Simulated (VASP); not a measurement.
# Al (R-3m) in VASP: relaxation of cell and atoms with PBE

Aim: the relaxation of cell and atoms of Al with PBE.

Program: VASP 6.6.1. These are calculated values, not measurements. Logs are shortened: lines on timing, memory, paths and dates and some standing lists are left out, and cuts for length are marked.

### Step 1. The cell of the first run

Symmetry: R-3m, No. 166, trigonal system. The conventional cell has a = 2.797 Å, b = 2.797 Å, c = 15.753 Å, α = 90.00°, β = 90.00°, γ = 120.00°. Al (site symmetry 3m) has 10 Al at 2.77 to 2.96 Å within 3.7 Å.

### Step 2. Relaxation of cell and atoms, PBE

Input file INCAR:

```
ALGO = Normal
EDIFF = 1E-7
EDIFFG = -0.01
ENCUT = 500
GGA = PE
GGA_COMPAT = False
IBRION = 2
ISIF = 3
ISMEAR = 0
LASPH = True
LCHARG = False
LREAL = False
LWAVE = False
NELM = 120
NELMIN = 4
NSW = 100
PREC = Accurate
SIGMA = 0.1
```

Input file KPOINTS:

```
k-points
0
Gamma
  24 24 24
```

Input file POSCAR:

```
Al
1.0
    1.3983456188      0.8073352194      5.2509764386
   -1.3983456188      0.8073352194      5.2509764386
    0.0000000000     -1.6146704388      5.2509764386
Al
2
Direct
    0.0880526704      0.0880526704      0.0880526704
    0.9119473296      0.9119473296      0.9119473296
```

Potentials or basis: VASP PAW PBE potentials, release 64 (Al).

Run with:

```sh
$ cat potpaw_PBE.64/Al/POTCAR > POTCAR
$ mpirun -np 1 vasp_std > vasp.out
```

OUTCAR:

```text
EDIFF = 1E-7
   EDIFFG = -0.01
   ENCUT = 500
   GGA = PE
   IBRION = 2
   ISIF = 3
   ISMEAR = 0
   LASPH = True
   LREAL = False
   NELM = 120
   NELMIN = 4
   NSW = 100
   PREC = Accurate

 ion  position               nearest neighbor table
   1  0.088  0.088  0.088-   2 2.77   2 2.96   2 2.96   2 2.96
   2  0.912  0.912  0.912-   1 2.77   1 2.96   1 2.96   1 2.96

  LATTYP: Found a trigonal (rhomboedric) cell.
 ALAT       =     5.4936248675
 COS(alpha) =     0.8704190835

  Lattice vectors:

 A1 = (   1.3983456188,   0.8073352194,   5.2509764386)
 A2 = (  -1.3983456188,   0.8073352194,   5.2509764386)
 A3 = (   0.0000000000,  -1.6146704388,   5.2509764386)

Analysis of symmetry for initial positions (statically):
=====================================================================
 Subroutine PRICEL returns:
 Original cell was already a primitive cell.

 Routine SETGRP: Setting up the symmetry group for a
 trigonal (rhombohedral) supercell.

 Subroutine GETGRP returns: Found 12 space group operations
 (whereof 12 operations were pure point group operations)
 out of a pool of 12 trial point group operations.

The static configuration has the point symmetry D_3d.

Analysis of symmetry for dynamics (positions and initial velocities):
=====================================================================
 Subroutine PRICEL returns:
 Original cell was already a primitive cell.

 Routine SETGRP: Setting up the symmetry group for a
 trigonal (rhombohedral) supercell.

 Subroutine GETGRP returns: Found 12 space group operations
 (whereof 12 operations were pure point group operations)
 out of a pool of 12 trial point group operations.

The dynamic configuration has the point symmetry D_3d.

 Subroutine INISYM returns: Found 12 space group operations
 (whereof 12 operations are pure point group operations),
 and found     1 'primitive' translations

----------------------------------------------------------------------------------------

                                     Primitive cell

  volume of cell :      35.5680

  direct lattice vectors                    reciprocal lattice vectors
     1.398345619  0.807335219  5.250976439     0.357565392  0.206440476  0.063480257
    -1.398345619  0.807335219  5.250976439    -0.357565392  0.206440476  0.063480257
     0.000000000 -1.614670439  5.250976439     0.000000000 -0.412880951  0.063480257

  length of vectors
     5.493624868  5.493624868  5.493624867     0.417732478  0.417732478  0.417732478

  position of ions in fractional coordinates (direct lattice)
     0.088052670  0.088052670  0.088052670
     0.911947330  0.911947330  0.911947330

  ion indices of the primitive-cell ions
   primitive index   ion index
                 1           1
                 2           2

----------------------------------------------------------------------------------------

 KPOINTS: k-points

Automatic generation of k-mesh.
 Grid dimensions read from file:
 generate k-points for:   24   24   24

 Generating k-lattice:

  Cartesian coordinates                     Fractional coordinates (reciprocal lattice)
     0.014898558  0.008601686  0.002645011     0.041666667  0.000000000  0.000000000
    -0.014898558  0.008601686  0.002645011     0.000000000  0.041666667  0.000000000
     0.000000000 -0.017203373  0.002645011     0.000000000  0.000000000  0.041666667

  Length of vectors
     0.017405520  0.017405520  0.017405520

  Shift w.r.t. Gamma in fractional coordinates (k-lattice)
     0.000000000  0.000000000  0.000000000

 Subroutine IBZKPT returns following result:
 ===========================================

 Found   1313 irreducible k-points:

 Following reciprocal coordinates:
            Coordinates               Weight
  0.000000  0.000000  0.000000      1.000000
  0.041667  0.000000 -0.000000      6.000000
  0.083333  0.000000 -0.000000      6.000000
  0.125000  0.000000  0.000000      6.000000
  0.166667  0.000000 -0.000000      6.000000
  0.208333  0.000000  0.000000      6.000000
[... 16 lines left out ...]
  0.416667  0.041667 -0.000000     12.000000
  0.458333  0.041667  0.000000     12.000000
 [... further k-points ...]
   k-points           NKPTS =   1313   k-points in BZ     NKDIM =   1313   number of bands    NBANDS=      7
   number of dos      NEDOS =    301   number of ions     NIONS =      2
   total plane-waves  NPLWV =  64000
   dimension x,y,z NGX =    40 NGY =   40 NGZ =   40
   dimension x,y,z NGXF=    80 NGYF=   80 NGZF=   80
   ions per type =               2
   NGX,Y,Z   is equivalent  to a cutoff of  12.10, 12.10, 12.10 a.u.
   NGXF,Y,Z  is equivalent  to a cutoff of  24.21, 24.21, 24.21 a.u.
 SYSTEM =  unknown system
   PREC   = accura    normal or accurate (medium, high low for compatibility)
   ISTART =      0    job   : 0-new  1-cont  2-samecut
   ICHARG =      2    charge: 1-file 2-atom 10-const
   ISPIN  =      1    spin polarized calculation?
   LNONCOLLINEAR =      F non collinear calculations
   LSORBIT =      F    spin-orbit coupling
   LASPH  =      T    aspherical Exc in radial PAW
   ENCUT  =  500.0 eV  36.75 Ry    6.06 a.u.  10.02 10.02 10.02*2*pi/ulx,y,z
   NELM   =    120;   NELMIN=  4; NELMDL= -5     # of ELM steps
   EDIFF  = 0.1E-06   stopping-criterion for ELM
   LREAL  =      F    real-space projection
   EDIFFG = -.1E-01   stopping-criterion for IOM
   NSW    =    100    number of steps for IOM
   IBRION =      2    ionic relax: 0-MD 1-quasi-New 2-CG
   NFREE  =      1    steps in history (QN), initial steepest desc. (CG)
   ISIF   =      3    stress and relaxation
   ISYM   =      2    0-nonsym 1-usesym 2-fastsym
   POTIM  = 0.5000    time-step for ionic-motion
   TEBEG  =    0.0;   TEEND  =   0.0 temperature during run
   PSTRESS=    0.0 pullay stress
   NELECT =       6.0000    total number of electrons
   NUPDOWN=      -1.0000    fix difference up-down
   EMIN   =  10.00;   EMAX   =-10.00  energy-range for DOS
   EFERMI =   0.00;   METHOD = LEGACY
   ISMEAR =     0;   SIGMA  =   0.10  broadening in eV -4-tet -1-fermi 0-gaus
   EFERMI_NEDOS =   21; number of points for ismear=-14 and -15
   IALGO  =     38    algorithm
   IMIX   =      4    mixing-type and parameters
     AMIX     =   0.40;   BMIX     =  1.00
     AMIX_MAG =   1.60;   BMIX_MAG =  1.00
  volume/ion in A,a.u.               =      17.78       120.01
  Fermi-wavevector in a.u.,A,eV,Ry     =   0.904563  1.709376 11.132745  0.818234
  Thomas-Fermi vector in A             =   2.028025
   LORBIT       =      0    0 simple, 1 ext, 2 COOP (PROOUT), +10 PAW based schemes
   GGA     = PE    functional components
   LHFCALC =     F    Hartree Fock is set to
   AEXX    =    0.0000 exact exchange contribution
   IVDW    =     0    specifies the selected vdW correction
   LEPSILON=     F    determine dielectric tensor
   LRPA    =     F    only Hartree local field effects (RPA)
 conjugate gradient relaxation of ions
 non-spin polarized calculation
 Gauss-broadening in eV      SIGMA  =   0.10
  energy-cutoff  :      500.00
  volume of cell :       35.57
 maximum number of plane-waves:       918
   NGX = 19   NGY = 19   NGZ = 19

--------------------------------------- Ionic step        1  -------------------------------------------

 number of electron       6.0000000 magnetization

 Free energy of the ion-electron system (eV)
  ---------------------------------------------------
  ext. energy  EPLUGINS =         0.00000000
  ---------------------------------------------------
  free energy    TOTEN  =        -7.27774666 eV

  energy without entropy =       -7.27355596  energy(sigma->0) =       -7.27565131

------------------------ aborting loop because EDIFF is reached ----------------------------------------

  FORCE on cell =-STRESS in cart. coord.  units (eV):
  Direction    XX          YY          ZZ          XY          YZ          ZX
  --------------------------------------------------------------------------------------
  -------------------------------------------------------------------------------------
  Total        0.2765736      0.2765736     -0.6170451      0.0000000      0.0000000      0.0000000
  in kB       12.4583813     12.4583813    -27.7950679      0.0000000      0.0000000      0.0000000
  external PRESSURE =      -0.9594351 kB  Pullay stress =       0.0000000 kB

 VOLUME and BASIS-vectors are now :
 -----------------------------------------------------------------------------
  energy-cutoff  :      500.00
  volume of cell :       35.57
      direct lattice vectors                 reciprocal lattice vectors
     1.398345619  0.807335219  5.250976439     0.357565392  0.206440476  0.063480257
    -1.398345619  0.807335219  5.250976439    -0.357565392  0.206440476  0.063480257
     0.000000000 -1.614670439  5.250976439     0.000000000 -0.412880951  0.063480257
[... 181 lines left out ...]
 POSITION                                       TOTAL-FORCE (eV/Angst)
 -----------------------------------------------------------------------------------
     -0.00000      0.00000      1.35393        -0.000000      0.000000      0.025966
     -0.00000      0.00000     13.80791         0.000000     -0.000000     -0.025966
 -----------------------------------------------------------------------------------
    total drift:                               -0.000000     -0.000000     -0.000000

  FREE ENERGIE OF THE ION-ELECTRON SYSTEM (eV)
  ---------------------------------------------------
  free  energy   TOTEN  =        -7.2968584174 eV

  energy  without entropy=       -7.2932297031  energy(sigma->0) =       -7.29504406

--------------------------------------- Ionic step        7  -------------------------------------------

 number of electron       6.0000000 magnetization

 Free energy of the ion-electron system (eV)
  ---------------------------------------------------
  ext. energy  EPLUGINS =         0.00000000
  ---------------------------------------------------
  free energy    TOTEN  =        -7.29691449 eV

  energy without entropy =       -7.29328363  energy(sigma->0) =       -7.29509906

 E-fermi :   7.1159     XC(G=0):  -9.9084

 val. band max:        7.1118809042   @ k =  -0.0833   0.3333   0.0417
 cond. band min:       7.1182641794   @ k =  -0.2083   0.3750   0.0417
 fundamental gap:      0.0063832752
 Fermi energy:         7.1159422072

 k-point     1 :       0.0000    0.0000    0.0000
  band No.  band energies     occupation
      1      -3.4886      2.00000
      2       1.9921      2.00000
      3       2.6012      2.00000
      4      17.0478      0.00000
      5      18.4045      0.00000
      6      18.8386      0.00000
      7      18.8386      0.00000

 k-point     2 :       0.0417    0.0000   -0.0000
  band No.  band energies     occupation
      1      -3.4454      2.00000
      2       1.9984      2.00000
      3       2.6779      2.00000
      4      16.8297      0.00000
      5      17.9180      0.00000
      6      18.2123      0.00000
      7      18.4745      0.00000
[... 201 lines left out ...]
 k-point    23 :       0.4167    0.0417   -0.0000
  band No.  band energies     occupation
      1       0.4260      2.00000
      2       4.3400      2.00000
      3       5.3376      2.00000
      4       7.7196      0.00000
      5       9.1252      0.00000
      6      12.5100      0.00000
      7      13.9268      0.00000

 k-point    24 :       0.4583    0.0417    0.0000
  band No.  band energies     occupation
      1       1.2676      2.00000
      2       4.1495      2.00000
      3       5.0322      2.00000
      4       8.1655      0.00000
      5       8.6130      0.00000
      6      11.5039      0.00000
      7      13.6825      0.00000

 [... further k-points ...]

------------------------ aborting loop because EDIFF is reached ----------------------------------------

  FORCE on cell =-STRESS in cart. coord.  units (eV):
  Direction    XX          YY          ZZ          XY          YZ          ZX
  --------------------------------------------------------------------------------------
  -------------------------------------------------------------------------------------
  Total       -0.0133233     -0.0133233     -0.0086214      0.0000000      0.0000000      0.0000000
  in kB       -0.6017103     -0.6017103     -0.3893608      0.0000000      0.0000000      0.0000000
  external PRESSURE =      -0.5309271 kB  Pullay stress =       0.0000000 kB

 VOLUME and BASIS-vectors are now :
 -----------------------------------------------------------------------------
  energy-cutoff  :      500.00
  volume of cell :       35.48
      direct lattice vectors                 reciprocal lattice vectors
     1.423377925  0.821787628  5.054798759     0.351277051  0.202809900  0.065943937
    -1.423377925  0.821787628  5.054798759    -0.351277051  0.202809900  0.065943937
    -0.000000000 -1.643575256  5.054798759     0.000000000 -0.405619800  0.065943937

 POSITION                                       TOTAL-FORCE (eV/Angst)
 -----------------------------------------------------------------------------------
     -0.00000      0.00000      1.35648        -0.000000     -0.000000      0.000991
     -0.00000      0.00000     13.80791         0.000000      0.000000     -0.000991
 -----------------------------------------------------------------------------------
    total drift:                                0.000000      0.000000      0.000000

  FREE ENERGIE OF THE ION-ELECTRON SYSTEM (eV)
  ---------------------------------------------------
  free  energy   TOTEN  =        -7.2969144901 eV

  energy  without entropy=       -7.2932836316  energy(sigma->0) =       -7.29509906

 reached required accuracy - stopping structural energy minimisation
```

Wall time 40 min (1 thread of Intel Xeon Platinum 8375C at 2.90GHz (Ice Lake), shared host); peak memory 0.47 GiB.

What came out:

```yaml
Free_energy: -7.2969 eV
Relaxed_volume: 17.74 Å³/atom
Relaxed_cell: a = 5.315 Å, b = 5.315 Å, c = 5.315 Å, α = 31.07°, β = 31.07°, γ = 31.07°
Space_group_after_relaxing_to_0.1_Å: R-3m (No. 166)
Energy_gained_by_relaxing: 9.6 meV/atom
Ionic_steps: 7
Pressure_after_relaxing: -0.1 GPa
Band_gap_on_the_k_mesh: zero (bands 3 and 4 overlap by 4.41 eV)
```

The path:
```tsv
step	energy change (eV)	largest force (eV/Å)	pressure (GPa)	volume (Å³)
1	0.0000	0.1005	-0.10	35.57
2	-0.0111	0.0983	-0.13	35.51
3	-0.0179	0.1021	0.17	35.37
4	-0.0182	0.1011	0.07	35.40
5	-0.0182	0.1014	0.09	35.39
6	-0.0191	0.0260	-0.02	35.45
7	-0.0192	0.0010	-0.05	35.48
```

Final structure:
```xyz
2
Lattice="1.4234 0.8218 5.0548 -1.4234 0.8218 5.0548 0.0000 -1.6436 5.0548" Properties=species:S:1:pos:R:3 pbc="T T T"
Al    0.0000    0.0000    1.3565
Al    0.0000    0.0000   13.8079
```
